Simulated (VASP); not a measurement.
Runs of VASP 6.6.1 on Pt. It takes space group P6_3/mmc (No. 194, hexagonal). The conventional cell has a = 2.761 Å, b = 2.761 Å, c = 4.792 Å, α = 90.00°, β = 90.00°, γ = 120.00°. Pt (site symmetry -6m2) has 12 Pt at 2.76 to 2.88 Å within 3.6 Å. 

```csv
potentials or basis,k mesh,cutoff (eV),second run,gap on the mesh (eV),pressure (GPa)
"VASP PAW PBE potentials, release 64 (Pt_sv_GW)",7 × 7 × 4,550,valence_matched,none,-7.8
"VASP PAW PBE potentials, release 64 (Pt)",9 × 9 × 5,520,-,none,-5.9
"VASP PAW PBE potentials, release 64 (Pt_sv_GW)",9 × 9 × 5,550,valence_matched,none,-8.4
"VASP PAW PBE potentials, release 64 (Pt)",3 × 3 × 2,520,-,none,(b)
"VASP PAW PBE potentials, release 64 (Pt)",5 × 5 × 3,520,-,none,(a)
"VASP PAW PBE potentials, release 64 (Pt_sv_GW)",5 × 5 × 3,550,valence_matched,none,-6.7
"VASP PAW PBE potentials, release 64 (Pt)",7 × 7 × 4,520,-,none,-5.2
```

Alike in all rows: task single point; level r2SCAN; no spin polarisation; cell as given; smearing fermi-dirac 0.1 eV.

Question: Fill in the values left out.

Answer: (a) -4.1; (b) 1.7.

Caveats: some runs use coarse meshes; the PAW data sets were made with another functional, which shifts forces and pressure a little; spin-orbit coupling is left out, which moves the levels of the heavy elements.

A k mesh can miss the band edges, and the runs leave out spin-orbit coupling on Pt.

A gap of «none» marks levels without a gap at the run's occupations.

The runs don't all hold the same shells in valence.
